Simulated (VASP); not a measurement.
Here is a VASP 6.6.1 calculation.

The input INCAR:

```
  PREC = Accurate
  ENCUT = 600
  EDIFF = 1E-7
  ISMEAR = 1
  SIGMA = 0.1
  LREAL = F
  LASPH = T
  NELM = 100
  ALGO = Normal
  ISIF = 3
  LWAVE = F
  LCHARG = F
  GGA = CA
  IBRION = 2
  NSW = 80
  EDIFFG = -0.01
  PSTRESS = 400.0
```

The input KPOINTS:

```
Automatic mesh
0
Gamma
  7 7 7
```

File POSCAR:

```
Al
1.0
    2.6300000000      0.0000000000      0.0000000000
    0.0000000000      2.6300000000      0.0000000000
    0.0000000000      0.0000000000      2.6300000000
Al
1
Direct
    0.0000000000      0.0000000000      0.0000000000
```

Potentials or basis: VASP PAW LDA potentials, release 64 (Al).

The run is started by

```sh
$ cat potpaw_LDA.64/Al/POTCAR > POTCAR
$ mpirun -np 1 vasp_std > vasp.out
```

Problem. What does it give for the relaxed cell?

Solution. a = 2.407 Å, b = 2.407 Å, c = 2.407 Å, α = 90.00°, β = 90.00°, γ = 90.00°.

Problem. Predict the relaxed volume.

Solution. 13.95 Å³/atom.

Problem. Predict the space group after relaxing (to 0.05 Å).

Solution. Pm-3m (No. 221).

Final structure:
```xyz
1
Lattice="2.4073 0.0000 0.0000 0.0000 2.4073 0.0000 0.0000 0.0000 2.4073" Properties=species:S:1:pos:R:3 pbc="T T T"
Al    0.0000    0.0000    0.0000
```

Caveat: the cell is relaxed towards a set pressure, so the enthalpy falls and the energy may rise; the volume moved by over 15 % at a fixed basis, so the end points are rough.
